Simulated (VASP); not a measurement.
Crystal: C.

```
CELL_PARAMETERS angstrom
3.15399 0.00000 0.00000
0.00000 3.15399 0.00000
0.00000 0.00000 2.50640
ATOMIC_POSITIONS crystal
C 0.26389 0.00000 0.00000
C 0.73611 0.00000 0.00000
C 0.00000 0.26389 0.50000
C 0.00000 0.73611 0.50000
```

```yaml
Program: VASP 6.6.1
Task: relaxation of cell and atoms
Functional: PBE
Potentials_or_basis: VASP PAW PBE potentials, release 64 (C)
Cutoff: 600 eV
k_mesh: 6 × 6 × 6
Occupations: gaussian, width 0.1 eV
Spin: no spin polarisation
```

At the start: pressure 44.8 GPa; volume 6.23 Å³/atom.

How do energy, volume and symmetry change on relaxing?

Over 12 steps the energy falls by 474.5 meV/atom and the volume is 7.05 Å³/atom (+13.0 %); space group P4_2/mmc (No. 131, to 0.05 Å).

Step by step:
| step | energy change (eV) | largest force (eV/Å) | pressure (GPa) | volume (Å³) |
| --- | --- | --- | --- | --- |
| 1 | 0.0000 | 2.9972 | 44.80 | 24.93 |
| 2 | -0.9015 | 3.4887 | -1.32 | 31.76 |
| 3 | -1.2680 | 0.9436 | 0.30 | 29.38 |
| 4 | -1.2768 | 0.7745 | 1.46 | 29.06 |
| 5 | -1.4918 | 0.9537 | -21.33 | 31.87 |
| 6 | -1.6257 | 0.8635 | -13.95 | 30.83 |
| 7 | -1.8962 | 0.0111 | -2.17 | 28.44 |
| 8 | -1.8969 | 0.0756 | -1.37 | 28.33 |
| 9 | -1.8968 | 0.1029 | -1.00 | 28.28 |
| 10 | -1.8972 | 0.0908 | 1.06 | 28.08 |
| 11 | -1.8977 | 0.0028 | 0.17 | 28.17 |
| 12 | -1.8979 | 0.0008 | 0.03 | 28.18 |

Final structure:
```xyz
4
Lattice="3.4606 0.0000 0.0000 0.0000 3.4606 0.0000 0.0000 0.0000 2.3532" Properties=species:S:1:pos:R:3 pbc="T T T"
C     0.9949    0.0000    0.0000
C     2.4657    0.0000    0.0000
C     0.0000    0.9949    1.1766
C     0.0000    2.4657    1.1766
```

Caveat: the k points lie up to 0.45 Å⁻¹ apart in the final cell.
